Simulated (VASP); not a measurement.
# Si2Mo (I4/mmm) in VASP: further runs, part 2 of 2

VASP 6.6.1.

**3. Single point, PBE (uniaxial strain along c: -4.5 %, then relaxed in part)**

Input file INCAR:

```
SYSTEM = Si2Mo
ALGO = Normal
EDIFF = 1E-6
ENCUT = 520
GGA = PE
ISIF = 2
ISMEAR = 0
LASPH = .True.
LCHARG = .False.
LREAL = .False.
LWAVE = .False.
NBANDS = 31
NELM = 60
PREC = Accurate
SIGMA = 0.1
```

Input file KPOINTS:

```
k-points
0
Gamma
  12 12 6
  0 0 0
```

Input file POSCAR:

```
Si2Mo
1.0
    3.2438372713      0.0000000000      0.0000000000
    0.0000000000      3.2438372713      0.0000000000
    0.0000000000      0.0000000000      7.5187340833
Si Mo
4 2
Direct
    0.0000000000      0.0000000000      0.3347002367
    0.5000000000      0.5000000000      0.1652997633
    0.5000000000      0.5000000000      0.8347002367
    0.0000000000      0.0000000000      0.6652997633
    0.0000000000      0.0000000000      0.0000000000
    0.5000000000      0.5000000000      0.5000000000
```

Potentials or basis: VASP PAW PBE potentials, release 64 (Si, Mo_sv).

Launch:

```
$ cat potpaw_PBE.64/Si/POTCAR potpaw_PBE.64/Mo_sv/POTCAR > POTCAR
$ mpirun -np 1 vasp_std > vasp.out
```

OUTCAR:

```text
SYSTEM = Si2Mo
   EDIFF = 1E-6
   ENCUT = 520
   GGA = PE
   ISIF = 2
   ISMEAR = 0
   LASPH = .True.
   LREAL = .False.
   NELM = 60
   PREC = Accurate

 ion  position               nearest neighbor table
   1  0.000  0.000  0.335-   4 2.49   5 2.52   6 2.61   6 2.61   6 2.61   6 2.61   2 2.62   2 2.62
                             2 2.62   2 2.62
   2  0.500  0.500  0.165-   3 2.49   6 2.52   5 2.61   5 2.61   5 2.61   5 2.61   1 2.62   1 2.62
[... 1048 lines left out ...]
  -------------------------------------------------------------------------------------
  Total        0.0899722      0.0899722     12.3963008      0.0000000      0.0000000      0.0000000
  in kB        1.8220325      1.8220325    251.0382184      0.0000000      0.0000000      0.0000000
  external PRESSURE =      84.8940945 kB  Pullay stress =       0.0000000 kB

 VOLUME and BASIS-vectors are now :
 -----------------------------------------------------------------------------
  energy-cutoff  :      520.00
  volume of cell :       79.12
      direct lattice vectors                 reciprocal lattice vectors
     3.243837271  0.000000000  0.000000000     0.308276870  0.000000000  0.000000000
     0.000000000  3.243837271  0.000000000     0.000000000  0.308276870  0.000000000
     0.000000000  0.000000000  7.518734083     0.000000000  0.000000000  0.133001113

 POSITION                                       TOTAL-FORCE (eV/Angst)
 -----------------------------------------------------------------------------------
      0.00000      0.00000      2.51652        -0.000000      0.000000     -0.003771
      1.62192      1.62192      1.24284        -0.000000      0.000000      0.003771
      1.62192      1.62192      6.27589         0.000000      0.000000     -0.003771
      0.00000      0.00000      5.00221         0.000000     -0.000000      0.003771
      0.00000      0.00000      0.00000         0.000000      0.000000     -0.000000
      1.62192      1.62192      3.75937        -0.000000     -0.000000     -0.000000
 -----------------------------------------------------------------------------------
    total drift:                                0.000000      0.000000     -0.000000

  FREE ENERGIE OF THE ION-ELECTRON SYSTEM (eV)
  ---------------------------------------------------
  free  energy   TOTEN  =       -46.2501971131 eV

  energy  without entropy=      -46.2476102391  energy(sigma->0) =      -46.24890368
```

OSZICAR:

```text
N       E                     dE             d eps       ncg     rms          rms(c)
DAV:   1     0.319354179589E+03    0.31935E+03   -0.23252E+04  7096   0.137E+03
DAV:   2    -0.356719715942E+02   -0.35503E+03   -0.34237E+03  7878   0.365E+02
DAV:   3    -0.479292757065E+02   -0.12257E+02   -0.11977E+02  9109   0.596E+01
DAV:   4    -0.480746767593E+02   -0.14540E+00   -0.14510E+00  8243   0.618E+00
DAV:   5    -0.480764501656E+02   -0.17734E-02   -0.17730E-02  8870   0.697E-01    0.319E+01
DAV:   6    -0.465194135712E+02    0.15570E+01   -0.10225E+01  8206   0.181E+01    0.693E+00
DAV:   7    -0.463257451563E+02    0.19367E+00   -0.15624E+00  7739   0.689E+00    0.661E+00
DAV:   8    -0.462504202916E+02    0.75325E-01   -0.22074E-01  8218   0.304E+00    0.557E-01
DAV:   9    -0.462503643227E+02    0.55969E-04   -0.72257E-03  8604   0.453E-01    0.365E-01
DAV:  10    -0.462504035368E+02   -0.39214E-04   -0.25356E-03  8173   0.346E-01    0.209E-01
DAV:  11    -0.462501981062E+02    0.20543E-03   -0.96216E-04  8264   0.200E-01    0.304E-02
DAV:  12    -0.462501976082E+02    0.49801E-06   -0.27350E-05  8228   0.291E-02    0.102E-02
DAV:  13    -0.462501971131E+02    0.49505E-06   -0.12626E-06  5846   0.605E-03
   1 F= -.46250197E+02 E0= -.46248904E+02  d E =-.258687E-02
```

It took 89 s on 1 thread of Intel Xeon 6975P-C (Granite Rapids), shared host; peak memory 0.32 GiB.

What came out:

```yaml
Free_energy: -46.2502 eV
Pressure: 8.5 GPa
Largest_force: 0.004 eV/Å
Band_gap_on_the_k_mesh: zero (bands 22 and 23 overlap by 0.79 eV)
```

Forces in eV/Å, atoms in the order of the input:
```
Si   0.000  0.000 -0.004
Si   0.000  0.000  0.004
Si   0.000  0.000 -0.004
Si   0.000  0.000  0.004
Mo   0.000  0.000  0.000
Mo   0.000  0.000  0.000
```

Stress tensor (GPa, compression positive):
```
 0.18  0.00  0.00
 0.00  0.18  0.00
 0.00  0.00 25.10
```

Caveat: the cell differs from its parent crystal (uniaxial strain along c: -4.5 %, then relaxed in part); the cell stands under pressure.

**4. Single point, PBE (uniaxial strain along c: -4.5 %)**

Input file INCAR:

```
ALGO     = Normal         # electronic algorithm
EDIFF    = 1E-6           # SCF threshold, eV
ENCUT    = 520            # plane-wave cutoff, eV
GGA      = PE             # functional
ISIF     = 2              # what is computed and relaxed
ISMEAR   = 0              # smearing method
LASPH    = True           # aspherical terms in the spheres
LCHARG   = True           # write CHGCAR
LELF     = True           # ELF
LREAL    = False          # projectors in reciprocal space
LVHAR    = True         
LWAVE    = False          # write WAVECAR
NBANDS   = 31             # bands
NELM     = 100            # most SCF steps
PREC     = Accurate       # precision mode
SIGMA    = 0.1            # smearing width, eV
```

Input file KPOINTS:

```
k-points
0
Gamma
  12 12 6
```

Input file POSCAR:

```
Si2Mo
1.0
    3.2530369060      0.0000000000      0.0000000000
    0.0000000000      3.2530369060      0.0000000000
    0.0000000000      0.0000000000      7.5187340833
Si Mo
4 2
Direct
    0.0000000000      0.0000000000      0.3347834794
    0.5000000000      0.5000000000      0.1652165206
    0.5000000000      0.5000000000      0.8347834794
    0.0000000000      0.0000000000      0.6652165206
    0.0000000000      0.0000000000      0.0000000000
    0.5000000000      0.5000000000      0.5000000000
```

Potentials or basis: VASP PAW PBE potentials, release 64 (Si, Mo_sv).

Launch:

```
$ cat potpaw_PBE.64/Si/POTCAR potpaw_PBE.64/Mo_sv/POTCAR > POTCAR
$ mpirun -np 1 vasp_std > vasp.out
```

OUTCAR:

```text
EDIFF = 1E-6
   ENCUT = 520
   GGA = PE
   ISIF = 2
   ISMEAR = 0
   LASPH = True
   LREAL = False
   NELM = 100
   PREC = Accurate

 ion  position               nearest neighbor table
   1  0.000  0.000  0.335-   4 2.48   5 2.52   6 2.61   6 2.61   6 2.61   6 2.61   2 2.63   2 2.63
                             2 2.63   2 2.63
   2  0.500  0.500  0.165-   3 2.48   6 2.52   5 2.61   5 2.61   5 2.61   5 2.61   1 2.63   1 2.63
                             1 2.63   1 2.63
   3  0.500  0.500  0.835-   2 2.48   6 2.52   5 2.61   5 2.61   5 2.61   5 2.61   4 2.63   4 2.63
                             4 2.63   4 2.63
   4  0.000  0.000  0.665-   1 2.48   5 2.52   6 2.61   6 2.61   6 2.61   6 2.61   3 2.63   3 2.63
                             3 2.63   3 2.63
   5  0.000  0.000  0.000-   1 2.52   4 2.52   3 2.61   2 2.61   2 2.61   3 2.61   2 2.61   3 2.61
                             2 2.61   3 2.61
   6  0.500  0.500  0.500-   2 2.52   3 2.52   1 2.61   4 2.61   1 2.61   4 2.61   1 2.61   4 2.61
                             1 2.61   4 2.61

  LATTYP: Found a simple tetragonal cell.
 ALAT       =     3.2530369060
 C/A-ratio  =     2.3112968898

  Lattice vectors:
[... 206 lines left out ...]
 cond. band min:      12.4399939447   @ k =   0.0000   0.0000   0.1667
 fundamental gap:      0.2294381728
 Fermi energy:        12.2154165806

 k-point     1 :       0.0000    0.0000    0.0000
  band No.  band energies     occupation
      1     -48.3024      2.00000
      2     -48.3015      2.00000
      3     -22.4673      2.00000
      4     -22.4342      2.00000
      5     -22.4239      2.00000
      6     -22.4239      2.00000
[... 805 lines left out ...]
     30      16.9963      0.00000
     31      17.6479      0.00000

 [... further k-points ...]

------------------------ aborting loop because EDIFF is reached ----------------------------------------

  FORCE on cell =-STRESS in cart. coord.  units (eV):
  Direction    XX          YY          ZZ          XY          YZ          ZX
  --------------------------------------------------------------------------------------
  -------------------------------------------------------------------------------------
  Total       -0.6385417     -0.6385417     12.1241585      0.0000000      0.0000000      0.0000000
  in kB      -12.8581094    -12.8581094    244.1403041      0.0000000      0.0000000      0.0000000
  external PRESSURE =      72.8080284 kB  Pullay stress =       0.0000000 kB

 VOLUME and BASIS-vectors are now :
 -----------------------------------------------------------------------------
  energy-cutoff  :      520.00
  volume of cell :       79.57
      direct lattice vectors                 reciprocal lattice vectors
     3.253036906  0.000000000  0.000000000     0.307405058  0.000000000  0.000000000
     0.000000000  3.253036906  0.000000000     0.000000000  0.307405058  0.000000000
     0.000000000  0.000000000  7.518734083     0.000000000  0.000000000  0.133001113

 POSITION                                       TOTAL-FORCE (eV/Angst)
 -----------------------------------------------------------------------------------
      0.00000      0.00000      2.51715         0.000000      0.000000     -0.008617
      1.62652      1.62652      1.24222        -0.000000     -0.000000      0.008617
      1.62652      1.62652      6.27651         0.000000     -0.000000     -0.008617
      0.00000      0.00000      5.00159        -0.000000     -0.000000      0.008617
      0.00000      0.00000      0.00000        -0.000000      0.000000     -0.000000
      1.62652      1.62652      3.75937         0.000000      0.000000     -0.000000
 -----------------------------------------------------------------------------------
    total drift:                                0.000000      0.000000     -0.000000

  FREE ENERGIE OF THE ION-ELECTRON SYSTEM (eV)
  ---------------------------------------------------
  free  energy   TOTEN  =       -46.2486881442 eV

  energy  without entropy=      -46.2461050662  energy(sigma->0) =      -46.24739661
```

stdout:

```text
POSCAR found type information on POSCAR SiMo
 POSCAR found :  2 types and       6 ions
 scaLAPACK will be used
 LDA part: xc-table for (Slater+PW92), standard interpolation
 POSCAR, INCAR and KPOINTS ok, starting setup
 FFT: planning ... GRIDC
 FFT: planning ... GRID_SOFT
 FFT: planning ... GRID
 WAVECAR not read
 entering main loop
```

Run time: 85 s. Hardware: 1 thread of Intel Xeon 6975P-C (Granite Rapids), shared host; peak memory 0.32 GiB.

What came out:

```yaml
Free_energy: -46.2487 eV
Pressure: 7.3 GPa
Largest_force: 0.009 eV/Å
Band_gap_on_the_k_mesh: zero (bands 22 and 23 overlap by 0.77 eV)
```

Forces in eV/Å, atoms in the order of the input:
```
Si   0.000  0.000 -0.009
Si   0.000  0.000  0.009
Si   0.000  0.000 -0.009
Si   0.000  0.000  0.009
Mo   0.000  0.000  0.000
Mo   0.000  0.000  0.000
```

Levels at points of the mesh, in eV from the Fermi level:
| k point | band 18 | band 19 | band 20 | band 21 | band 22 | band 23 | band 24 | band 25 | band 26 | band 27 |
| --- | --- | --- | --- | --- | --- | --- | --- | --- | --- | --- |
| (0.00, 0.00, 0.00) | -2.14 | -0.68 | -0.68 | -0.34 | -0.34 | 0.28 | 0.47 | 3.13 | 3.32 | 3.32 |
| (0.50, 0.00, 0.00) | -2.62 | -1.62 | -1.62 | -0.76 | -0.76 | 1.96 | 1.96 | 3.55 | 3.55 | 3.80 |
| (0.50, 0.50, 0.00) | -4.37 | -2.54 | -2.54 | -1.10 | -1.10 | 2.28 | 2.28 | 2.94 | 2.94 | 3.98 |
| (0.00, 0.00, 0.50) | -2.15 | -1.55 | -1.55 | 0.37 | 0.37 | 1.75 | 1.75 | 1.75 | 1.75 | 2.25 |
| (0.50, 0.00, 0.50) | -2.69 | -2.30 | -2.30 | -0.48 | -0.48 | 2.24 | 2.24 | 2.98 | 2.98 | 4.59 |
| (0.50, 0.50, 0.50) | -2.37 | -1.75 | -1.75 | -1.75 | -1.75 | 0.79 | 0.79 | 2.28 | 2.28 | 4.27 |

Caveat: the cell differs from its parent crystal (uniaxial strain along c: -4.5 %); the cell stands under pressure.

**5. Single point, PBE (uniaxial strain along c: -3.0 %, then relaxed in part)**

Input file INCAR:

```
PREC = Accurate
ENCUT = 520
EDIFF = 1E-6
ISMEAR = 0
SIGMA = 0.1
LREAL = False
LASPH = True
NELM = 80
ALGO = Normal
ISIF = 2
LWAVE = False
LCHARG = False
GGA = PE
NBANDS = 31
```

Input file KPOINTS:

```
regular mesh
0
Gamma
  12 12 6
```

POSCAR: that of step 4 with these lines changed.

```diff
@@ -2,5 +2,5 @@
 1.0
-    3.2530369060      0.0000000000      0.0000000000
-    0.0000000000      3.2530369060      0.0000000000
-    0.0000000000      0.0000000000      7.5187340833
+    3.2344748969      0.0000000000      0.0000000000
+    0.0000000000      3.2344748969      0.0000000000
+    0.0000000000      0.0000000000      7.6368293831
 Si Mo
```

Potentials or basis: VASP PAW PBE potentials, release 64 (Si, Mo_sv).

Launch:

```
$ cat potpaw_PBE.64/Si/POTCAR potpaw_PBE.64/Mo_sv/POTCAR > POTCAR
$ mpirun -np 1 vasp_std > vasp.out
```

OUTCAR:

```text
PREC = Accurate
   ENCUT = 520
   EDIFF = 1E-6
   ISMEAR = 0
   LREAL = False
   LASPH = True
   NELM = 80
   ISIF = 2
   GGA = PE

 ion  position               nearest neighbor table
   1  0.000  0.000  0.335-   4 2.52   5 2.56   6 2.61   6 2.61   6 2.61   6 2.61   2 2.63   2 2.63
                             2 2.63   2 2.63
   2  0.500  0.500  0.165-   3 2.52   6 2.56   5 2.61   5 2.61   5 2.61   5 2.61   1 2.63   1 2.63
                             1 2.63   1 2.63
   3  0.500  0.500  0.835-   2 2.52   6 2.56   5 2.61   5 2.61   5 2.61   5 2.61   4 2.63   4 2.63
                             4 2.63   4 2.63
   4  0.000  0.000  0.665-   1 2.52   5 2.56   6 2.61   6 2.61   6 2.61   6 2.61   3 2.63   3 2.63
                             3 2.63   3 2.63
   5  0.000  0.000  0.000-   1 2.56   4 2.56   3 2.61   2 2.61   2 2.61   3 2.61   2 2.61   3 2.61
                             2 2.61   3 2.61
   6  0.500  0.500  0.500-   2 2.56   3 2.56   1 2.61   4 2.61   1 2.61   4 2.61   1 2.61   4 2.61
                             1 2.61   4 2.61

  LATTYP: Found a simple tetragonal cell.
 ALAT       =     3.2344748969
 C/A-ratio  =     2.3610723924

  Lattice vectors:

 A1 = (   3.2344748969,   0.0000000000,   0.0000000000)
 A2 = (   0.0000000000,   3.2344748969,   0.0000000000)
[... 208 lines left out ...]
  band No.  band energies     occupation
      1     -48.3610      2.00000
      2     -48.3602      2.00000
      3     -22.5289      2.00000
      4     -22.4993      2.00000
      5     -22.4660      2.00000
      6     -22.4660      2.00000
[... 805 lines left out ...]
     30      16.7478      0.00000
     31      17.6283      0.00000

 [... further k-points ...]

------------------------ aborting loop because EDIFF is reached ----------------------------------------

  FORCE on cell =-STRESS in cart. coord.  units (eV):
  Direction    XX          YY          ZZ          XY          YZ          ZX
  --------------------------------------------------------------------------------------
  -------------------------------------------------------------------------------------
  Total        0.0974485      0.0974485      7.8704912      0.0000000     -0.0000000      0.0000000
  in kB        1.9541814      1.9541814    157.8308008      0.0000000     -0.0000000      0.0000000
  external PRESSURE =      53.9130545 kB  Pullay stress =       0.0000000 kB

 VOLUME and BASIS-vectors are now :
 -----------------------------------------------------------------------------
  energy-cutoff  :      520.00
  volume of cell :       79.90
      direct lattice vectors                 reciprocal lattice vectors
     3.234474897  0.000000000  0.000000000     0.309169195  0.000000000  0.000000000
     0.000000000  3.234474897  0.000000000     0.000000000  0.309169195  0.000000000
     0.000000000  0.000000000  7.636829383     0.000000000  0.000000000  0.130944395

 POSITION                                       TOTAL-FORCE (eV/Angst)
 -----------------------------------------------------------------------------------
      0.00000      0.00000      2.55668        -0.000000      0.000000     -0.006685
      1.61724      1.61724      1.26173         0.000000     -0.000000      0.006685
      1.61724      1.61724      6.37510         0.000000      0.000000     -0.006685
      0.00000      0.00000      5.08015         0.000000      0.000000      0.006685
      0.00000      0.00000      0.00000         0.000000      0.000000     -0.000000
      1.61724      1.61724      3.81841        -0.000000     -0.000000     -0.000000
 -----------------------------------------------------------------------------------
    total drift:                                0.000000      0.000000     -0.000000

  FREE ENERGIE OF THE ION-ELECTRON SYSTEM (eV)
  ---------------------------------------------------
  free  energy   TOTEN  =       -46.4071846692 eV

  energy  without entropy=      -46.4045657967  energy(sigma->0) =      -46.40587523
```

It took 92 s on 1 thread of Intel Xeon 6975P-C (Granite Rapids), shared host; peak memory 0.32 GiB.

What came out:

* Free energy: -46.4072 eV
* Pressure: 5.4 GPa
* Largest force: 0.007 eV/Å
* Band gap on the k mesh: zero (bands 22 and 23 overlap by 0.87 eV)

Forces on the atoms (eV/Å):
```
Si   0.000  0.000 -0.007
Si   0.000  0.000  0.007
Si   0.000  0.000 -0.007
Si   0.000  0.000  0.007
Mo   0.000  0.000  0.000
Mo   0.000  0.000  0.000
```

Stress tensor (GPa, compression positive):
```
 0.20  0.00  0.00
 0.00  0.20  0.00
 0.00  0.00 15.78
```

Caveat: the cell differs from its parent crystal (uniaxial strain along c: -3.0 %, then relaxed in part); the cell stands under pressure.

**6. Summary**

| cell | k mesh | gap on the mesh (eV) | pressure (GPa) | largest force (eV/Å) |
| --- | --- | --- | --- | --- |
| a = 3.217, b = 3.217, c = 4.546 Å, angles 110.7, 69.3, 90.0°, 3 atoms, atomic positions A | 11 × 11 × 9 | none | 0.2 | - |
| a = 3.244, b = 3.244, c = 7.519 Å, 6 atoms, atomic positions B | 12 × 12 × 6 | none | 8.5 | - |
| a = 3.253, b = 3.253, c = 7.519 Å, 6 atoms, atomic positions B | 12 × 12 × 6 | none | 7.3 | 0.01 |
| a = 3.234, b = 3.234, c = 7.637 Å, 6 atoms, atomic positions B | 12 × 12 × 6 | none | 5.4 | 0.01 |

Alike in all rows: task single point; level PBE; potentials or basis VASP PAW PBE potentials, release 64 (Si, Mo_sv); no spin polarisation; cutoff (eV) 520; smearing gaussian 0.1 eV.

Caveats: the cell stands under pressure (at least some runs).

Total energies depend on the potentials used, so only differences within one code and one set of settings carry meaning.
